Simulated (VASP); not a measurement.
# CaSe (Fm-3m) in VASP: notebook

The runs below take CaSe through dielectric tensor, electric field gradients, with PBE.

Program: VASP 6.6.1. These are calculated values, not measurements. Logs are shortened: lines on timing, memory, paths and dates and some standing lists are left out, and cuts for length are marked.

### 1 The cell of the first run

Symmetry: Fm-3m, No. 225, cubic system. The conventional cell has a = 5.912 Å, b = 5.912 Å, c = 5.912 Å, α = 90.00°, β = 90.00°, γ = 90.00°. Ca (site symmetry m-3m) has 6 Se at 2.96 Å within 3.9 Å. Se (site symmetry m-3m) has 6 Ca at 2.96 Å within 3.9 Å.

### 2 Dielectric tensor, PBE

INCAR reads:

```
SYSTEM = CaSe
PREC = Accurate
ENCUT = 520
EDIFF = 1E-8
ISMEAR = 0
SIGMA = 0.01
LREAL = .False.
LASPH = .True.
NELM = 100
ALGO = Normal
ISIF = 2
LWAVE = .False.
LCHARG = .False.
GGA = PE
LEPSILON = .True.
```

KPOINTS reads:

```
Automatic mesh
0
Gamma
  8 8 8
  0 0 0
```

POSCAR reads:

```
CaSe
1.0
    0.0000000000      2.9560000000      2.9560000000
    2.9560000000      0.0000000000      2.9560000000
    2.9560000000      2.9560000000      0.0000000000
Ca Se
1 1
Direct
    0.0000000000      0.0000000000      0.0000000000
    0.5000000000      0.5000000000      0.5000000000
```

Potentials or basis: VASP PAW PBE potentials, release 64 (Ca_sv, Se).

The run is started by

```console
$ cat potpaw_PBE.64/Ca_sv/POTCAR potpaw_PBE.64/Se/POTCAR > POTCAR
$ mpirun -np 1 vasp_std > vasp.out
```

OUTCAR:

```text
SYSTEM = CaSe
   PREC = Accurate
   ENCUT = 520
   EDIFF = 1E-8
   ISMEAR = 0
   LREAL = .False.
   LASPH = .True.
   NELM = 100
   ISIF = 2
   GGA = PE
   LEPSILON = .True.

 ion  position               nearest neighbor table
   1  0.000  0.000  0.000-   2 2.96   2 2.96   2 2.96   2 2.96   2 2.96   2 2.96
   2  0.500  0.500  0.500-   1 2.96   1 2.96   1 2.96   1 2.96   1 2.96   1 2.96

  LATTYP: Found a face centered cubic cell.
 ALAT       =     5.9120000000

  Lattice vectors:

 A1 = (   0.0000000000,   2.9560000000,   2.9560000000)
 A2 = (   2.9560000000,   0.0000000000,   2.9560000000)
 A3 = (   2.9560000000,   2.9560000000,   0.0000000000)

Analysis of symmetry for initial positions (statically):
=====================================================================
 Subroutine PRICEL returns:
 Original cell was already a primitive cell.

 Routine SETGRP: Setting up the symmetry group for a
 face centered cubic supercell.

 Subroutine GETGRP returns: Found 48 space group operations
 (whereof 48 operations were pure point group operations)
 out of a pool of 48 trial point group operations.

The static configuration has the point symmetry O_h .

Analysis of symmetry for dynamics (positions and initial velocities):
=====================================================================
 Subroutine PRICEL returns:
 Original cell was already a primitive cell.

 Routine SETGRP: Setting up the symmetry group for a
 face centered cubic supercell.

 Subroutine GETGRP returns: Found 48 space group operations
 (whereof 48 operations were pure point group operations)
 out of a pool of 48 trial point group operations.

The dynamic configuration has the point symmetry O_h .

 Subroutine INISYM returns: Found 48 space group operations
 (whereof 48 operations are pure point group operations),
 and found     1 'primitive' translations

----------------------------------------------------------------------------------------

                                     Primitive cell

  volume of cell :      51.6587

  direct lattice vectors                    reciprocal lattice vectors
     0.000000000  2.956000000  2.956000000    -0.169147497  0.169147497  0.169147497
     2.956000000  0.000000000  2.956000000     0.169147497 -0.169147497  0.169147497
     2.956000000  2.956000000  0.000000000     0.169147497  0.169147497 -0.169147497

  length of vectors
     4.180415290  4.180415290  4.180415290     0.292972058  0.292972058  0.292972058

  position of ions in fractional coordinates (direct lattice)
     0.000000000  0.000000000  0.000000000
     0.500000000  0.500000000  0.500000000

  ion indices of the primitive-cell ions
   primitive index   ion index
                 1           1
                 2           2

----------------------------------------------------------------------------------------

 KPOINTS: Automatic mesh

Automatic generation of k-mesh.
 Grid dimensions read from file:
 generate k-points for:    8    8    8

 Generating k-lattice:

  Cartesian coordinates                     Fractional coordinates (reciprocal lattice)
    -0.021143437  0.021143437  0.021143437     0.125000000  0.000000000  0.000000000
     0.021143437 -0.021143437  0.021143437     0.000000000  0.125000000  0.000000000
     0.021143437  0.021143437 -0.021143437     0.000000000  0.000000000  0.125000000

  Length of vectors
     0.036621507  0.036621507  0.036621507

  Shift w.r.t. Gamma in fractional coordinates (k-lattice)
     0.000000000  0.000000000  0.000000000

 Subroutine IBZKPT returns following result:
 ===========================================

 Found     29 irreducible k-points:

 Following reciprocal coordinates:
            Coordinates               Weight
  0.000000  0.000000  0.000000      1.000000
  0.125000  0.000000  0.000000      8.000000
  0.250000  0.000000  0.000000      8.000000
  0.375000  0.000000  0.000000      8.000000
  0.500000  0.000000  0.000000      4.000000
  0.125000  0.125000  0.000000      6.000000
[... 16 lines left out ...]
  0.500000  0.250000  0.125000     48.000000
 -0.375000  0.250000  0.125000     24.000000
 [... further k-points ...]
   k-points           NKPTS =     29   k-points in BZ     NKDIM =     29   number of bands    NBANDS=     12
   number of dos      NEDOS =    301   number of ions     NIONS =      2
   total plane-waves  NPLWV =  32768
   dimension x,y,z NGX =    32 NGY =   32 NGZ =   32
   dimension x,y,z NGXF=    64 NGYF=   64 NGZF=   64
   ions per type =               1   1
   NGX,Y,Z   is equivalent  to a cutoff of  12.73, 12.73, 12.73 a.u.
   NGXF,Y,Z  is equivalent  to a cutoff of  25.45, 25.45, 25.45 a.u.
 SYSTEM =  CaSe
   PREC   = accura    normal or accurate (medium, high low for compatibility)
   ISTART =      0    job   : 0-new  1-cont  2-samecut
   ICHARG =      2    charge: 1-file 2-atom 10-const
   ISPIN  =      1    spin polarized calculation?
   LNONCOLLINEAR =      F non collinear calculations
   LSORBIT =      F    spin-orbit coupling
   LASPH  =      T    aspherical Exc in radial PAW
   ENCUT  =  520.0 eV  38.22 Ry    6.18 a.u.   7.77  7.77  7.77*2*pi/ulx,y,z
   NELM   =    100;   NELMIN=  2; NELMDL= -5     # of ELM steps
   EDIFF  = 0.1E-07   stopping-criterion for ELM
   LREAL  =      F    real-space projection
   EDIFFG = 0.1E-06   stopping-criterion for IOM
   NSW    =      0    number of steps for IOM
   IBRION =     -1    ionic relax: 0-MD 1-quasi-New 2-CG
   NFREE  =      0    steps in history (QN), initial steepest desc. (CG)
   ISIF   =      2    stress and relaxation
   ISYM   =      2    0-nonsym 1-usesym 2-fastsym
   POTIM  = 0.5000    time-step for ionic-motion
   TEBEG  =    0.0;   TEEND  =   0.0 temperature during run
   PSTRESS=    0.0 pullay stress
   NELECT =      16.0000    total number of electrons
   NUPDOWN=      -1.0000    fix difference up-down
   EMIN   =  10.00;   EMAX   =-10.00  energy-range for DOS
   EFERMI =   0.00;   METHOD = LEGACY
   ISMEAR =     0;   SIGMA  =   0.01  broadening in eV -4-tet -1-fermi 0-gaus
   EFERMI_NEDOS =   21; number of points for ismear=-14 and -15
   IALGO  =     38    algorithm
   IMIX   =      4    mixing-type and parameters
     AMIX     =   0.40;   BMIX     =  1.00
     AMIX_MAG =   1.60;   BMIX_MAG =  1.00
  volume/ion in A,a.u.               =      25.83       174.30
  Fermi-wavevector in a.u.,A,eV,Ry     =   1.107645  2.093145 16.692666  1.226876
  Thomas-Fermi vector in A             =   2.244161
   LORBIT       =      0    0 simple, 1 ext, 2 COOP (PROOUT), +10 PAW based schemes
   GGA     = PE    functional components
   LHFCALC =     F    Hartree Fock is set to
   AEXX    =    0.0000 exact exchange contribution
   IVDW    =     0    specifies the selected vdW correction
   LEPSILON=     T    determine dielectric tensor
   LRPA    =     F    only Hartree local field effects (RPA)
 non-spin polarized calculation
 Gauss-broadening in eV      SIGMA  =   0.01
  energy-cutoff  :      520.00
  volume of cell :       51.66
 maximum number of plane-waves:      1411
   NGX = 15   NGY = 15   NGZ = 15

--------------------------------------- Ionic step        1  -------------------------------------------

 number of electron      15.9999998 magnetization

 E-fermi :   2.6061     XC(G=0):  -9.1623

 val. band max:        2.4580268615   @ k =   0.0000   0.0000   0.0000
 cond. band min:       4.4778622470   @ k =   0.5000   0.5000   0.0000
 fundamental gap:      2.0198353855
 Fermi energy:         2.6061433258

 k-point     1 :       0.0000    0.0000    0.0000
  band No.  band energies     occupation
      1     -37.2860      2.00000
      2     -18.2803      2.00000
      3     -18.2803      2.00000
      4     -18.2803      2.00000
      5      -9.3466      2.00000
      6       2.4580      2.00000
      7       2.4580      2.00000
      8       2.4580      2.00000
      9       5.8086      0.00000
     10       6.1638      0.00000
     11       6.1638      0.00000
     12       6.1638      0.00000
[... 331 lines left out ...]
 k-point    24 :      -0.3750    0.2500    0.1250
  band No.  band energies     occupation
      1     -37.2780      2.00000
      2     -18.3740      2.00000
      3     -18.3133      2.00000
      4     -18.2973      2.00000
      5      -8.6604      2.00000
      6      -0.3773      2.00000
      7       0.8260      2.00000
      8       1.2171      2.00000
      9       6.9366      0.00000
     10       7.2207      0.00000
     11       8.1872      0.00000
     12       8.4703      0.00000

 [... further k-points ...]

  FORCE on cell =-STRESS in cart. coord.  units (eV):
  Direction    XX          YY          ZZ          XY          YZ          ZX
  --------------------------------------------------------------------------------------
  -------------------------------------------------------------------------------------
  Total        0.4347141      0.4347141      0.4347141      0.0000000      0.0000000      0.0000000
  in kB       13.4825171     13.4825171     13.4825171      0.0000000      0.0000000      0.0000000
  external PRESSURE =      13.4825171 kB  Pullay stress =       0.0000000 kB

 VOLUME and BASIS-vectors are now :
 -----------------------------------------------------------------------------
  energy-cutoff  :      520.00
  volume of cell :       51.66
      direct lattice vectors                 reciprocal lattice vectors
     0.000000000  2.956000000  2.956000000    -0.169147497  0.169147497  0.169147497
     2.956000000  0.000000000  2.956000000     0.169147497 -0.169147497  0.169147497
     2.956000000  2.956000000  0.000000000     0.169147497  0.169147497 -0.169147497

 POSITION                                       TOTAL-FORCE (eV/Angst)
 -----------------------------------------------------------------------------------
      0.00000      0.00000      0.00000         0.000000     -0.000000      0.000000
      2.95600      2.95600      2.95600        -0.000000      0.000000     -0.000000
 -----------------------------------------------------------------------------------
    total drift:                                0.000000     -0.000000     -0.000000

  FREE ENERGIE OF THE ION-ELECTRON SYSTEM (eV)
  ---------------------------------------------------
  free  energy   TOTEN  =        -9.4799809146 eV

  energy  without entropy=       -9.4799809146  energy(sigma->0) =       -9.47998091

 HEAD OF MICROSCOPIC STATIC DIELECTRIC TENSOR (INDEPENDENT PARTICLE, excluding Hartree and local field effects)
 ------------------------------------------------------
           6.152537    -0.000000     0.000000
          -0.000000     6.152537    -0.000000
           0.000000    -0.000000     6.152537
 ------------------------------------------------------

 Free energy of the ion-electron system (eV)
  ---------------------------------------------------
  ---------------------------------------------------
  free energy    TOTEN  =        -0.75508731 eV

  energy without entropy =       -0.75508731

------------------------ aborting loop because EDIFF is reached ----------------------------------------

--------------------------------------- Ionic step        2  -------------------------------------------

------------------------ aborting loop because EDIFF is reached ----------------------------------------

--------------------------------------- Ionic step        3  -------------------------------------------

 Free energy of the ion-electron system (eV)
  ---------------------------------------------------
  ---------------------------------------------------
  free energy    TOTEN  =        -0.75508272 eV

  energy without entropy =       -0.75508272

------------------------ aborting loop because EDIFF is reached ----------------------------------------

 PIEZOELECTRIC TENSOR FIELD DIRECTION 3  (e Angst)
 -----------------------------------------------------------------------------
     0.00018  0.00000  0.00000           (  0.00001  0.00000  0.00000)
     0.00000  0.00018  0.00000           (  0.00000  0.00001 -0.00000)
     0.00000 -0.00000 -0.00256           (  0.00000 -0.00000  0.00003)

 PIEZOELECTRIC TENSOR FIELD DIRECTION 3  (C/m^2)
 -----------------------------------------------------------------------------
     0.00006  0.00000  0.00000
     0.00000  0.00006  0.00000
     0.00000 -0.00000 -0.00079

 MACROSCOPIC STATIC DIELECTRIC TENSOR (including local field effects in DFT)
 ------------------------------------------------------
           5.702338     0.000000     0.000000
          -0.000000     5.702338     0.000000
          -0.000000    -0.000000     5.702338
 ------------------------------------------------------

 PIEZOELECTRIC TENSOR (including local field effects)  for field in x, y, z        (e  Angst)
          XX          YY          ZZ          XY          YZ          ZX
  --------------------------------------------------------------------------------
  x     0.00000     0.00000     0.00000     0.00000     0.00000     0.00000
  y     0.00000     0.00000     0.00000     0.00000     0.00000     0.00000
  z     0.00000     0.00000     0.00000     0.00000     0.00000     0.00000

 PIEZOELECTRIC TENSOR (including local field effects)  for field in x, y, z        (C/m^2)
          XX          YY          ZZ          XY          YZ          ZX
  --------------------------------------------------------------------------------
  x     0.00000     0.00000     0.00000     0.00000     0.00000     0.00000
  y     0.00000     0.00000     0.00000     0.00000     0.00000     0.00000
  z     0.00000     0.00000     0.00000     0.00000     0.00000     0.00000

 BORN EFFECTIVE CHARGES (including local field effects) (in |e|, cummulative output)
 ---------------------------------------------------------------------------------
 ion    1
    1     2.37053     0.00000     0.00000
    2     0.00000     2.37053     0.00000
    3     0.00000     0.00000     2.37053
 ion    2
    1    -2.37053     0.00000     0.00000
    2     0.00000    -2.37053     0.00000
    3     0.00000     0.00000    -2.37053
```

Wall time 6.8 min (1 thread of AMD EPYC 7R13 (Zen 3), shared host); peak memory 0.25 GiB.

What came out:

| Property | Result |
| --- | --- |
| Band gap on the k mesh | 2.02 eV (least direct gap 2.96 eV) |
| Electronic dielectric tensor (diagonal) | 5.70 |
| Born charges (mean of the diagonal) | Ca +2.37; Se -2.37 e |

Levels at points of the mesh, in eV from the valence-band top:
```tsv
k point	band 6	band 7	band 8	band 9	band 10	band 11
(0.00, 0.00, 0.00)	0.00	0.00	0.00	3.35	3.71	3.71
(0.50, 0.00, 0.00)	-3.29	-1.20	-1.20	4.52	5.48	5.51
(0.50, 0.50, 0.00)	-2.52	-0.94	-0.94	2.02	5.04	5.06
```

Electronic dielectric tensor:
```
5.70 0.00 0.00
0.00 5.70 0.00
0.00 0.00 5.70
```

Born effective charge tensors (e):
atom 1, Ca
```
2.37 0.00 0.00
0.00 2.37 0.00
0.00 0.00 2.37
```
atom 2, Se
```
-2.37  0.00  0.00
 0.00 -2.37  0.00
 0.00  0.00 -2.37
```

(Continued in part 2 of 2.)
